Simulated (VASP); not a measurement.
# InF (F-43m) in VASP: notebook

InF is run at these levels: LDA; tasks: single point.

Program: VASP 6.6.1. These are calculated values, not measurements. Logs are shortened: lines on timing, memory, paths and dates and some standing lists are left out, and cuts for length are marked.

### Step 1. The cell of the first run

The structure is cubic, space group F-43m (No. 216). Conventional cell: a = 4.575 Å, b = 4.575 Å, c = 4.575 Å, α = 90.00°, β = 90.00°, γ = 90.00°. In (site symmetry -43m) has 4 F at 1.98 Å within 2.6 Å. F (site symmetry -43m) has 4 In at 1.98 Å within 2.6 Å.

### Step 2. Single point, LDA

INCAR

```
  PREC = Accurate
  ENCUT = 600
  EDIFF = 1E-6
  ISMEAR = 0
  SIGMA = 0.05
  LREAL = F
  LASPH = T
  NELM = 120
  ALGO = Normal
  ISIF = 2
  LWAVE = F
  LCHARG = F
  GGA = CA
  NBANDS = 17
  GGA_COMPAT = F
```

KPOINTS

```
Automatic mesh
0
Gamma
  6 6 6
```

POSCAR

```
InF
1.0
    0.0000000000      2.2873462965      2.2873462965
    2.2873462965      0.0000000000      2.2873462965
    2.2873462965      2.2873462965      0.0000000000
In F
1 1
Direct
    0.0000000000      0.0000000000      0.0000000000
    0.2500000000      0.2500000000      0.2500000000
```

Potentials or basis: VASP PAW LDA potentials, release 64 (In_d, F).

On the command line:

```
$ cat potpaw_LDA.64/In_d/POTCAR potpaw_LDA.64/F/POTCAR > POTCAR
$ mpirun -np 1 vasp_std > vasp.out
```

OUTCAR:

```text
PREC = Accurate
   ENCUT = 600
   EDIFF = 1E-6
   ISMEAR = 0
   LREAL = F
   LASPH = T
   NELM = 120
   ISIF = 2
   GGA = CA

 ion  position               nearest neighbor table
   1  0.000  0.000  0.000-   2 1.98   2 1.98   2 1.98   2 1.98
   2  0.250  0.250  0.250-   1 1.98   1 1.98   1 1.98   1 1.98

  LATTYP: Found a face centered cubic cell.
 ALAT       =     4.5746925930

  Lattice vectors:

 A1 = (   0.0000000000,   2.2873462965,   2.2873462965)
 A2 = (   2.2873462965,   0.0000000000,   2.2873462965)
 A3 = (   2.2873462965,   2.2873462965,   0.0000000000)

Analysis of symmetry for initial positions (statically):
=====================================================================
 Subroutine PRICEL returns:
 Original cell was already a primitive cell.

 Routine SETGRP: Setting up the symmetry group for a
 face centered cubic supercell.

 Subroutine GETGRP returns: Found 24 space group operations
 (whereof 24 operations were pure point group operations)
 out of a pool of 48 trial point group operations.

The static configuration has the point symmetry T_d .

Analysis of symmetry for dynamics (positions and initial velocities):
=====================================================================
 Subroutine PRICEL returns:
 Original cell was already a primitive cell.

 Routine SETGRP: Setting up the symmetry group for a
 face centered cubic supercell.

 Subroutine GETGRP returns: Found 24 space group operations
 (whereof 24 operations were pure point group operations)
 out of a pool of 48 trial point group operations.

The dynamic configuration has the point symmetry T_d .

 Subroutine INISYM returns: Found 24 space group operations
 (whereof 24 operations are pure point group operations),
 and found     1 'primitive' translations

----------------------------------------------------------------------------------------

                                     Primitive cell

  volume of cell :      23.9346

  direct lattice vectors                    reciprocal lattice vectors
     0.000000000  2.287346296  2.287346296    -0.218593923  0.218593923  0.218593923
     2.287346296  0.000000000  2.287346296     0.218593923 -0.218593923  0.218593923
     2.287346296  2.287346296  0.000000000     0.218593923  0.218593923 -0.218593923

  length of vectors
     3.234796154  3.234796154  3.234796154     0.378615781  0.378615781  0.378615781

  position of ions in fractional coordinates (direct lattice)
     0.000000000  0.000000000  0.000000000
     0.250000000  0.250000000  0.250000000

  ion indices of the primitive-cell ions
   primitive index   ion index
                 1           1
                 2           2

----------------------------------------------------------------------------------------

 KPOINTS: Automatic mesh

Automatic generation of k-mesh.
 Grid dimensions read from file:
 generate k-points for:    6    6    6

 Generating k-lattice:

  Cartesian coordinates                     Fractional coordinates (reciprocal lattice)
    -0.036432320  0.036432320  0.036432320     0.166666667  0.000000000  0.000000000
     0.036432320 -0.036432320  0.036432320     0.000000000  0.166666667  0.000000000
     0.036432320  0.036432320 -0.036432320     0.000000000  0.000000000  0.166666667

  Length of vectors
     0.063102630  0.063102630  0.063102630

  Shift w.r.t. Gamma in fractional coordinates (k-lattice)
     0.000000000  0.000000000  0.000000000

 Subroutine IBZKPT returns following result:
 ===========================================

 Found     16 irreducible k-points:

 Following reciprocal coordinates:
            Coordinates               Weight
  0.000000  0.000000  0.000000      1.000000
  0.166667  0.000000  0.000000      8.000000
  0.333333  0.000000  0.000000      8.000000
  0.500000  0.000000  0.000000      4.000000
  0.166667  0.166667  0.000000      6.000000
  0.333333  0.166667  0.000000     24.000000
[... 8 lines left out ...]
 -0.333333  0.333333  0.166667     24.000000
 -0.333333  0.500000  0.166667     12.000000
   k-points           NKPTS =     16   k-points in BZ     NKDIM =     16   number of bands    NBANDS=     17
   number of dos      NEDOS =    301   number of ions     NIONS =      2
   total plane-waves  NPLWV =  21952
   dimension x,y,z NGX =    28 NGY =   28 NGZ =   28
   dimension x,y,z NGXF=    56 NGYF=   56 NGZF=   56
   ions per type =               1   1
   NGX,Y,Z   is equivalent  to a cutoff of  14.39, 14.39, 14.39 a.u.
   NGXF,Y,Z  is equivalent  to a cutoff of  28.78, 28.78, 28.78 a.u.
 SYSTEM =  unknown system
   PREC   = accura    normal or accurate (medium, high low for compatibility)
   ISTART =      0    job   : 0-new  1-cont  2-samecut
   ICHARG =      2    charge: 1-file 2-atom 10-const
   ISPIN  =      1    spin polarized calculation?
   LNONCOLLINEAR =      F non collinear calculations
   LSORBIT =      F    spin-orbit coupling
   LASPH  =      T    aspherical Exc in radial PAW
[... 123 lines left out ...]
      4      -4.2848      2.00000
      5      -3.7107      2.00000
      6      -3.5456      2.00000
[... 9 lines left out ...]
     16      28.6392      0.00000
     17      30.6014      0.00000

 k-point     7 :       0.5000    0.1667    0.0000
  band No.  band energies     occupation
      1     -16.8265      2.00000
      2      -4.5710      2.00000
      3      -4.4251      2.00000
      4      -3.7793      2.00000
      5      -3.5147      2.00000
      6      -3.2090      2.00000
[... 9 lines left out ...]
     16      28.4093      0.00000
     17      30.8450      0.00000

 k-point     8 :      -0.3333    0.1667    0.0000
  band No.  band energies     occupation
      1     -16.8448      2.00000
      2      -4.5572      2.00000
      3      -4.4918      2.00000
      4      -3.7769      2.00000
      5      -3.6523      2.00000
      6      -3.3471      2.00000
[... 9 lines left out ...]
     16      28.1407      0.00000
     17      31.5278      0.00000

 k-point     9 :      -0.1667    0.1667    0.0000
  band No.  band energies     occupation
      1     -16.9400      2.00000
      2      -4.6735      2.00000
      3      -4.6250      2.00000
      4      -4.4105      2.00000
      5      -3.7298      2.00000
      6      -3.5737      2.00000
[... 9 lines left out ...]
     16      28.2884      0.00000
     17      30.1749      0.00000

 k-point    10 :       0.3333    0.3333    0.0000
  band No.  band energies     occupation
      1     -16.8443      2.00000
      2      -4.5870      2.00000
      3      -4.1769      2.00000
      4      -4.1769      2.00000
      5      -3.7304      2.00000
      6      -3.4955      2.00000
[... 9 lines left out ...]
     16      30.1322      0.00000
     17      33.5370      0.00000

 k-point    11 :       0.5000    0.3333    0.0000
  band No.  band energies     occupation
      1     -16.7903      2.00000
      2      -4.5381      2.00000
      3      -4.0484      2.00000
      4      -3.9856      2.00000
      5      -3.4837      2.00000
      6      -3.2535      2.00000
[... 9 lines left out ...]
     16      30.0836      0.00000
     17      32.3483      0.00000

 k-point    12 :      -0.3333    0.3333    0.0000
  band No.  band energies     occupation
      1     -16.7909      2.00000
      2      -4.5282      2.00000
      3      -4.1890      2.00000
      4      -3.7814      2.00000
      5      -3.6055      2.00000
      6      -2.9684      2.00000
[... 9 lines left out ...]
     16      29.6831      0.00000
     17      30.9474      0.00000

 k-point    13 :       0.5000    0.5000    0.0000
  band No.  band energies     occupation
      1     -16.7722      2.00000
      2      -4.5968      2.00000
      3      -3.8569      2.00000
      4      -3.8569      2.00000
      5      -3.4387      2.00000
      6      -3.4188      2.00000
[... 9 lines left out ...]
     16      30.1150      0.00000
     17      33.8380      0.00000

 k-point    14 :       0.5000    0.3333    0.1667
  band No.  band energies     occupation
      1     -16.8265      2.00000
      2      -4.4747      2.00000
      3      -4.3903      2.00000
      4      -3.9421      2.00000
      5      -3.5953      2.00000
      6      -3.3459      2.00000
[... 9 lines left out ...]
     16      29.2847      0.00000
     17      31.4830      0.00000

 k-point    15 :      -0.3333    0.3333    0.1667
  band No.  band energies     occupation
      1     -16.7909      2.00000
      2      -4.4788      2.00000
      3      -4.2735      2.00000
      4      -3.7212      2.00000
      5      -3.6319      2.00000
      6      -2.9679      2.00000
[... 9 lines left out ...]
     16      30.1360      0.00000
     17      30.2693      0.00000

 k-point    16 :      -0.3333    0.5000    0.1667
  band No.  band energies     occupation
      1     -16.7731      2.00000
      2      -4.4823      2.00000
      3      -4.1218      2.00000
      4      -3.7900      2.00000
      5      -3.5534      2.00000
      6      -3.0063      2.00000
[... 9 lines left out ...]
     16      29.2771      0.00000
     17      30.1664      0.00000

------------------------ aborting loop because EDIFF is reached ----------------------------------------

  FORCE on cell =-STRESS in cart. coord.  units (eV):
  Direction    XX          YY          ZZ          XY          YZ          ZX
  --------------------------------------------------------------------------------------
  -------------------------------------------------------------------------------------
  Total       14.1055411     14.1055411     14.1055411      0.0000000      0.0000000      0.0000000
  in kB      944.2230024    944.2230024    944.2230024      0.0000000      0.0000000      0.0000000
  external PRESSURE =     944.2230024 kB  Pullay stress =       0.0000000 kB

 VOLUME and BASIS-vectors are now :
 -----------------------------------------------------------------------------
  energy-cutoff  :      600.00
  volume of cell :       23.93
      direct lattice vectors                 reciprocal lattice vectors
     0.000000000  2.287346296  2.287346296    -0.218593923  0.218593923  0.218593923
     2.287346296  0.000000000  2.287346296     0.218593923 -0.218593923  0.218593923
     2.287346296  2.287346296  0.000000000     0.218593923  0.218593923 -0.218593923

 POSITION                                       TOTAL-FORCE (eV/Angst)
 -----------------------------------------------------------------------------------
      0.00000      0.00000      0.00000         0.000000      0.000000      0.000000
      1.14367      1.14367      1.14367        -0.000000     -0.000000     -0.000000
 -----------------------------------------------------------------------------------
    total drift:                               -0.000001     -0.000001     -0.000001

  FREE ENERGIE OF THE ION-ELECTRON SYSTEM (eV)
  ---------------------------------------------------
  free  energy   TOTEN  =        -4.7258483933 eV

  energy  without entropy=       -4.7237289902  energy(sigma->0) =       -4.72478869
```

It took 16 s on 1 thread of Intel Xeon 8259CL, shared host; peak memory 0.14 GiB.

What came out:

```yaml
Free_energy: -4.7258 eV
Pressure: 94.4 GPa
Band_gap_on_the_k_mesh: zero (bands 10 and 11 overlap by 0.25 eV)
```

Levels at points of the mesh, in eV from the Fermi level:
```
           k point  band 7  band 8  band 9  band 10  band 11  band 12  band 13  band 14
(0.00, 0.00, 0.00)   -8.84   -8.84   -8.84    -7.75     7.95     7.95     7.95    14.23
(0.50, 0.00, 0.00)  -13.28   -9.58   -9.58    -1.97    -0.29     7.63     7.63    10.70
(0.50, 0.50, 0.00)  -12.03  -10.81  -10.81    -1.31     1.55     5.05     7.01     7.01
```

Caveat: the k points lie up to 0.40 Å⁻¹ apart; spin-orbit coupling is left out, which moves the levels of the heavy elements.

### Step 3. Single point, LDA

This run uses another cell than the first one, of 14.96 Å³/atom.

INCAR

```
ALGO     = Normal         # electronic algorithm
EDIFF    = 1E-6           # SCF threshold, eV
ENCUT    = 600            # plane-wave cutoff, eV
GGA_COMPAT= F            
ISIF     = 2              # what is computed and relaxed
ISMEAR   = 0              # smearing method
LASPH    = T              # aspherical terms in the spheres
LCHARG   = F              # write CHGCAR
LREAL    = F              # projectors in reciprocal space
LWAVE    = F              # write WAVECAR
NBANDS   = 17             # bands
NELM     = 120            # most SCF steps
PREC     = Accurate       # precision mode
SIGMA    = 0.05           # smearing width, eV
```

KPOINTS

```
k-points
0
Gamma
  6 6 6
```

POSCAR

```
InF
1.0
    0.0000000000      2.4639691046      2.4639691046
    2.4639691046      0.0000000000      2.4639691046
    2.4639691046      2.4639691046      0.0000000000
In F
1 1
Direct
    0.0000000000      0.0000000000      0.0000000000
    0.2500000000      0.2500000000      0.2500000000
```

Potentials or basis: VASP PAW LDA potentials, release 64 (In_d, F).

On the command line:

```
$ cat potpaw_LDA.64/In_d/POTCAR potpaw_LDA.64/F/POTCAR > POTCAR
$ mpirun -np 1 vasp_std > vasp.out
```

Run time: 18 s. Hardware: 1 thread of Intel Xeon 8259CL, shared host; peak memory 0.14 GiB.

The run converged. Its results:

* Free energy: -7.0001 eV
* Pressure: 35.9 GPa
* Band gap on the k mesh: zero (bands 10 and 11 overlap by 0.23 eV)

Levels at points of the mesh, in eV from the Fermi level:
```
           k point  band 7  band 8  band 9  band 10  band 11  band 12  band 13  band 14
(0.00, 0.00, 0.00)   -8.00   -8.00   -8.00    -7.14     6.91     6.91     6.91    12.74
(0.50, 0.00, 0.00)  -11.12   -8.47   -8.47    -2.27    -0.24     6.59     6.59     9.72
(0.50, 0.50, 0.00)  -10.49   -9.23   -9.23    -1.03     0.29     4.88     5.87     5.87
```

Caveat: the k points lie up to 0.37 Å⁻¹ apart; spin-orbit coupling is left out, which moves the levels of the heavy elements.

### Step 4. Single point, LDA

This run uses another cell than the first one, of 18.70 Å³/atom.

INCAR

```
SYSTEM = InF
PREC = Accurate
ENCUT = 600
EDIFF = 1E-6
ISMEAR = 0
SIGMA = 0.05
LREAL = .False.
LASPH = .True.
NELM = 120
ALGO = Normal
ISIF = 2
LWAVE = .False.
LCHARG = .False.
NBANDS = 17
GGA_COMPAT = .False.
```

KPOINTS

```
Automatic mesh
0
Gamma
  6 6 6
  0 0 0
```

POSCAR

```
InF
1.0
    0.0000000000      2.6542302571      2.6542302571
    2.6542302571      0.0000000000      2.6542302571
    2.6542302571      2.6542302571      0.0000000000
In F
1 1
Direct
    0.0000000000      0.0000000000      0.0000000000
    0.2500000000      0.2500000000      0.2500000000
```

On the command line:

```
$ cat potpaw_LDA.64/In_d/POTCAR potpaw_LDA.64/F/POTCAR > POTCAR
$ mpirun -np 1 vasp_std > vasp.out
```

It took 25 s on 1 thread of Intel Xeon 8259CL, shared host; peak memory 0.15 GiB.

The run converged. Its results:

```
Free energy : -8.0483 eV
Pressure    : 11.7 GPa
```

Levels at points of the mesh, in eV from the Fermi level:
```
           k point  band 8  band 9  band 10  band 11  band 12  band 13
(0.00, 0.00, 0.00)   -6.25   -6.25    -5.88     6.58     6.58     6.58
(0.50, 0.00, 0.00)   -6.54   -6.54    -1.88     0.58     6.31     6.31
(0.50, 0.50, 0.00)   -7.03   -7.03    -0.02    -0.02     5.47     5.58
```

Caveat: the cell stands under pressure; spin-orbit coupling is left out, which moves the levels of the heavy elements.

### Step 5. Single point, LDA

This run uses another cell than the first one, of 23.37 Å³/atom.

INCAR

```
SYSTEM = InF
ALGO = Normal ; EDIFF = 1E-6
ENCUT = 600 ; GGA = CA
GGA_COMPAT = .False. ; ISIF = 2
ISMEAR = 0 ; LASPH = .True.
LCHARG = .True. ; LELF = .True.
LREAL = .False. ; LVHAR = .True.
LWAVE = .False. ; NBANDS = 17
NELM = 120 ; PREC = Accurate
SIGMA = 0.05
```

KPOINTS

```
k-points
0
Gamma
  6 6 6
  0 0 0
```

POSCAR

```
InF
1.0
    0.0000000000      2.8591828706      2.8591828706
    2.8591828706      0.0000000000      2.8591828706
    2.8591828706      2.8591828706      0.0000000000
In F
1 1
Direct
    0.0000000000      0.0000000000      0.0000000000
    0.2500000000      0.2500000000      0.2500000000
```

On the command line:

```
$ cat potpaw_LDA.64/In_d/POTCAR potpaw_LDA.64/F/POTCAR > POTCAR
$ mpirun -np 1 vasp_std > vasp.out
```

It took 22 s on 1 thread of Intel Xeon 8259CL, shared host; peak memory 0.16 GiB.

It converged, with:

```yaml
Free_energy: -8.3478 eV
Pressure: -0.1 GPa
Band_gap_on_the_k_mesh: 1.15 eV
```

Levels at points of the mesh, in eV from the valence-band top:
| k point | band 7 | band 8 | band 9 | band 10 | band 11 | band 12 | band 13 | band 14 |
| --- | --- | --- | --- | --- | --- | --- | --- | --- |
| (0.00, 0.00, 0.00) | -4.55 | -4.41 | -4.41 | -4.41 | 6.47 | 6.47 | 6.47 | 10.19 |
| (0.50, 0.00, 0.00) | -6.20 | -4.59 | -4.59 | -1.32 | 1.56 | 6.26 | 6.26 | 9.51 |
| (0.50, 0.50, 0.00) | -6.04 | -4.91 | -4.91 | 0.00 | 1.15 | 5.58 | 5.58 | 6.22 |

Caveat: spin-orbit coupling is left out, which moves the levels of the heavy elements. A k mesh can miss the band edges.

### Step 6. Single point, LDA (21.88 Å³/atom)

This run uses another cell than the first one, of 21.88 Å³/atom.

INCAR

```
  PREC = Accurate
  ENCUT = 600
  EDIFF = 1E-6
  ISMEAR = 0
  SIGMA = 0.02
  LREAL = F
  LASPH = T
  NELM = 120
  ALGO = Normal
  ISIF = 2
  LWAVE = F
  LCHARG = F
  GGA = CA
  NBANDS = 17
  GGA_COMPAT = F
```

KPOINTS

```
Automatic mesh
0
Gamma
  8 8 8
```

POSCAR

```
InF
1.0
    0.0000000000      2.7968000000      2.7968000000
    2.7968000000      0.0000000000      2.7968000000
    2.7968000000      2.7968000000      0.0000000000
In F
1 1
Direct
    0.0000000000      0.0000000000      0.0000000000
    0.2500000000      0.2500000000      0.2500000000
```

Potentials or basis: VASP PAW LDA potentials, release 64 (In_d, F).

On the command line:

```
$ cat potpaw_LDA.64/In_d/POTCAR potpaw_LDA.64/F/POTCAR > POTCAR
$ mpirun -np 1 vasp_std > vasp.out
```

Wall time 36 s (1 thread of Intel Xeon 8259CL, shared host); peak memory 0.16 GiB.

It converged, with:

| Quantity | Value |
| --- | --- |
| Free energy | -8.3230 eV |
| Pressure | 2.5 GPa |
| Band gap on the k mesh | 0.83 eV |

Levels at points of the mesh, in eV from the valence-band top:
```tsv
k point	band 7	band 8	band 9	band 10	band 11	band 12	band 13	band 14
(0.00, 0.00, 0.00)	-4.92	-4.92	-4.92	-4.91	6.52	6.52	6.52	10.52
(0.50, 0.00, 0.00)	-6.84	-5.13	-5.13	-1.47	1.29	6.29	6.29	9.53
(0.50, 0.50, 0.00)	-6.64	-5.49	-5.49	0.00	0.83	5.60	5.60	6.02
```

Caveat: spin-orbit coupling is left out, which moves the levels of the heavy elements. A k mesh can miss the band edges.

### Step 7. The runs side by side

| cell | k mesh | smearing | gap on the mesh (eV) | pressure (GPa) |
| --- | --- | --- | --- | --- |
| a = 3.235 Å, angles 60.0°, 2 atoms | 6 × 6 × 6 | gaussian 0.05 eV | none | 94.4 |
| a = 3.485 Å, angles 60.0°, 2 atoms | 6 × 6 × 6 | gaussian 0.05 eV | none | 35.9 |
| a = 3.754 Å, angles 60.0°, 2 atoms | 6 × 6 × 6 | gaussian 0.05 eV | - | 11.7 |
| a = 4.043 Å, angles 60.0°, 2 atoms | 6 × 6 × 6 | gaussian 0.05 eV | 1.15 | -0.1 |
| a = 3.955 Å, angles 60.0°, 2 atoms | 8 × 8 × 8 | gaussian 0.02 eV | 0.83 | 2.5 |

Alike in all rows: task single point; level LDA; potentials or basis VASP PAW LDA potentials, release 64 (In_d, F); no spin polarisation; cutoff (eV) 600.

Caveats: some runs use coarse meshes; spin-orbit coupling is left out, which moves the levels of the heavy elements; the cell stands under pressure (at least some runs).

Absolute energies hang on the potentials; compare differences alone.
